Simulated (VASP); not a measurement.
NbGaSe3: single point with PBE

Crystal: NbGaSe3.

```
CELL_PARAMETERS angstrom
5.06763 0.00000 0.00000
0.00000 5.06763 0.00000
0.00000 0.00000 5.06763
ATOMIC_POSITIONS crystal
Nb 0.50000 0.50000 0.50000
Ga 0.00000 0.00000 0.00000
Se 0.50000 0.50000 0.00000
Se 0.00000 0.50000 0.50000
Se 0.50000 0.00000 0.50000
```

The cell was generated, and may not be a known phase.

```
Program                : VASP 6.6.1
Task                   : single point
Functional             : PBE
Potentials or basis    : VASP PAW PBE potentials, release 64 (Nb_sv, Ga_d, Se)
Cutoff                 : 520 eV
k mesh                 : 4 × 4 × 4
Occupations            : gaussian, width 0.1 eV
Spin                   : no spin polarisation
Dipole correction      : no
Further INCAR settings : ALGO = Normal; EDIFF = 1e-06; NBANDS = 30
```

```json
{"Pressure": "0.1 GPa", "Band gap on the k mesh": "zero (bands 22 and 23 overlap by 1.01 eV)"}
```

Levels at points of the mesh, in eV from the Fermi level:
| k point | band 19 | band 20 | band 21 | band 22 | band 23 | band 24 | band 25 | band 26 |
| --- | --- | --- | --- | --- | --- | --- | --- | --- |
| (0.00, 0.00, 0.00) | -1.06 | -0.70 | -0.70 | -0.70 | -0.55 | -0.55 | -0.55 | 1.15 |
| (0.50, 0.00, 0.00) | -1.54 | -0.86 | -0.66 | -0.58 | -0.58 | 1.17 | 1.54 | 1.54 |
| (0.50, 0.50, 0.00) | -2.40 | -2.29 | -2.29 | 0.32 | 1.73 | 1.73 | 1.88 | 2.01 |
| (0.50, 0.50, 0.50) | -4.39 | 0.35 | 0.35 | 0.35 | 1.36 | 1.36 | 1.36 | 4.81 |

It took 31 s on 1 thread of Intel(R) Xeon(R) Platinum 8559C (Emerald Rapids) (shared host), peak memory 0.26 GiB.
